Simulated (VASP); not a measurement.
Set up this calculation in VASP 6.6.1, as the native input.

```
Task                   : single point
Functional             : PBE
Potentials or basis    : VASP PAW PBE potentials, release 64 (Ge_d)
Cutoff                 : 500 eV
k mesh                 : 10 × 8 × 10
Occupations            : gaussian, width 0.1 eV
Spin                   : no spin polarisation
Dipole correction      : no
Further INCAR settings : ALGO = Normal; EDIFF = 1e-06; NBANDS = 36
```

The structure of Ge lies in POSCAR:

```
Ge
1.0
    3.9616373971      0.0000000000      0.0000000000
    0.0000000000      5.6026013601      0.0000000000
    0.0000000000      0.0000000000      4.1322779880
Ge
4
Direct
    0.0000000000     -0.0031431723      0.0000000000
    0.5000000000      0.2531431723      0.0000000000
    0.5000000000      0.4968568277      0.5000000000
    0.0000000000      0.7531431723      0.5000000000
```

These files were run (other wordings do the same):

INCAR

```
SYSTEM = Ge
PREC = Accurate
ENCUT = 500
EDIFF = 1E-6
ISMEAR = 0
SIGMA = 0.1
LREAL = .False.
LASPH = .True.
NELM = 120
ALGO = Normal
ISIF = 2
LWAVE = .False.
LCHARG = .False.
GGA = PE
NBANDS = 36
GGA_COMPAT = .False.
```

KPOINTS

```
regular mesh
0
Gamma
  10 8 10
  0 0 0
```

Potentials or basis: VASP PAW PBE potentials, release 64 (Ge_d).

Launch:

```console
$ cat potpaw_PBE.64/Ge_d/POTCAR > POTCAR
$ mpirun -np 1 vasp_std > vasp.out
```

It gave:

```json
{
  "Pressure": "2.6 GPa",
  "Band gap on the k mesh": "zero (bands 28 and 29 overlap by 0.19 eV)"
}
```

Caveat: semilocal functionals underestimate gaps, and a narrow one can read as zero.

Wall time 6.6 min on 1 thread of Oxide Virtual Turin-like Processor, on a shared host, peak memory 0.43 GiB.
